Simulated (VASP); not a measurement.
Crystal: V.

```
CELL_PARAMETERS angstrom
-1.51435 1.51435 1.51435
1.51435 -1.51435 1.51435
1.51435 1.51435 -1.51435
ATOMIC_POSITIONS crystal
V 0.00000 0.00000 0.00000
```

* Program: VASP 6.6.1
* Task: relaxation of cell and atoms
* Functional: LDA
* Potentials or basis: VASP PAW LDA potentials, release 64 (V_sv)
* Cutoff: 600 eV
* k mesh: 12 × 12 × 12, shifted
* Occupations: fermi-dirac, width 0.1 eV
* Spin: collinear spin, ferromagnetic start
* Starting moments: [-1.52] μB

At the start: pressure -17.1 GPa; volume 13.89 Å³/atom.

Problem. How do energy, volume and symmetry change on relaxing?

Solution. Over 4 steps the energy falls by 75.2 meV/atom and the volume is 12.60 Å³/atom (-9.3 %); space group Im-3m (No. 229, to 0.1 Å) before and after; moment 0.00 μB per cell.

The path:
```tsv
step	energy change (eV)	largest force (eV/Å)	pressure (GPa)	volume (Å³)
1	0.0000	0.0000	-17.14	13.89
2	0.0640	0.0000	33.13	11.11
3	-0.0751	0.0000	-0.64	12.63
4	-0.0752	0.0000	-0.06	12.60
```

Final structure:
```yaml
crystal:
  lattice:
    - [-1.46579, 1.46579, 1.46579]
    - [1.46579, -1.46579, 1.46579]
    - [1.46579, 1.46579, -1.46579]
  atoms:
    - { symbol: V, position: [0.00000, 0.00000, 0.00000] }
```
